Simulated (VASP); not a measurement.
Crystal: Ba3HfO.

```xyz
5
Lattice="6.1475 0.0000 0.0000 0.0000 6.1475 0.0000 0.0000 0.0000 4.0763" Properties=species:S:1:pos:R:3 pbc="T T T"
Ba    0.0000    3.0738    0.0000
Ba    3.0738    0.0000    0.0000
Ba    3.0738    3.0738    0.0000
Hf    0.0000    0.0000    0.0000
O     0.0000    0.0000    2.0381
```

```yaml
Program: VASP 6.6.1
Task: relaxation of cell and atoms
Functional: PBE
Potentials_or_basis: VASP PAW PBE potentials, release 64 (Ba_sv, Hf_pv, O)
Cutoff: 600 eV
k_mesh: 4 × 4 × 4
Occupations: gaussian, width 0.1 eV
Spin: no spin polarisation
```

At the start: pressure 7.8 GPa; volume 30.81 Å³/atom.

**Question.** Where does the relaxation end?

**Answer.** Over 8 steps the energy falls by 514.1 meV/atom and the volume is 45.05 Å³/atom (+46.2 %); space group P4/mmm (No. 123, to 0.05 Å).

The path:
```tsv
step	energy change (eV)	largest force (eV/Å)	pressure (GPa)	volume (Å³)
1	0.0000	0.0000	7.79	154.05
2	-2.1669	0.0000	3.73	188.29
3	-2.3757	0.0000	3.17	203.76
4	-2.3675	0.0000	-2.12	240.03
5	-2.5611	0.0000	0.09	220.47
6	-2.5612	0.0000	0.14	220.13
7	-2.5696	0.0000	0.03	223.50
8	-2.5707	0.0000	-0.03	225.25
```

Final structure:
```
CELL_PARAMETERS angstrom
7.53491 0.00000 0.00000
0.00000 7.53491 0.00000
0.00000 0.00000 3.96741
ATOMIC_POSITIONS crystal
Ba 0.00000 0.50000 0.00000
Ba 0.50000 0.00000 0.00000
Ba 0.50000 0.50000 0.00000
Hf 0.00000 0.00000 0.00000
O 0.00000 0.00000 0.50000
```

Caveat: the k points lie up to 0.40 Å⁻¹ apart in the final cell; the volume moved by over 15 % at a fixed basis, so the end points are rough.
